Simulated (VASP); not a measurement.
Set up this calculation in VASP 6.6.1, as the native input.

```yaml
Task: relaxation of cell and atoms
Functional: PBE
Potentials_or_basis: VASP PAW PBE potentials, release 64 (As, Pt)
Cutoff: 500 eV
k_mesh: 6 × 6 × 6
Occupations: gaussian, width 0.1 eV
Spin: no spin polarisation
Dipole_correction: no
Further_INCAR_settings: ALGO = Normal; EDIFF = 1e-07; IBRION = 2; EDIFFG = -0.04; NSW = 90; ISIF = 3
```

The structure of AsPt lies in POSCAR:

```
AsPt
1.0
    0.0000000000      3.2379034102      3.2379034102
    3.2379034102      0.0000000000      3.2379034102
    3.2379034102      3.2379034102      0.0000000000
As Pt
2 2
Direct
    0.0000000000      0.0000000000      0.0000000000
    0.2500000000      0.2500000000      0.2500000000
    0.5000000000      0.5000000000      0.5000000000
    0.7500000000      0.7500000000      0.7500000000
```

The input as run:

INCAR

```
ALGO     = Normal         # electronic algorithm
EDIFF    = 1E-7           # SCF threshold, eV
EDIFFG   = -0.04          # ionic threshold
ENCUT    = 500            # plane-wave cutoff, eV
GGA      = PE             # functional
GGA_COMPAT= F            
IBRION   = 2              # ionic algorithm
ISIF     = 3              # what is computed and relaxed
ISMEAR   = 0              # smearing method
LASPH    = T              # aspherical terms in the spheres
LCHARG   = F              # write CHGCAR
LREAL    = F              # projectors in reciprocal space
LWAVE    = F              # write WAVECAR
NELM     = 120            # most SCF steps
NELMIN   = 4            
NSW      = 90             # ionic steps
PREC     = Accurate       # precision mode
SIGMA    = 0.1            # smearing width, eV
```

KPOINTS

```
k-points
0
Gamma
  6 6 6
```

Potentials or basis: VASP PAW PBE potentials, release 64 (As, Pt).

Launch:

```console
$ cat potpaw_PBE.64/As/POTCAR potpaw_PBE.64/Pt/POTCAR > POTCAR
$ mpirun -np 1 vasp_std > vasp.out
```

Results of the run:

```
Pressure after relaxing : 0.2 GPa
Band gap on the k mesh  : zero (bands 15 and 16 overlap by 1.13 eV)
```

Caveat: the relaxation stopped at its first step, so nothing moved; spin-orbit coupling is left out, which moves the levels of the heavy elements.

Run time: 60 s on 1 thread of Intel Xeon 8259CL (shared host), peak memory 0.21 GiB.
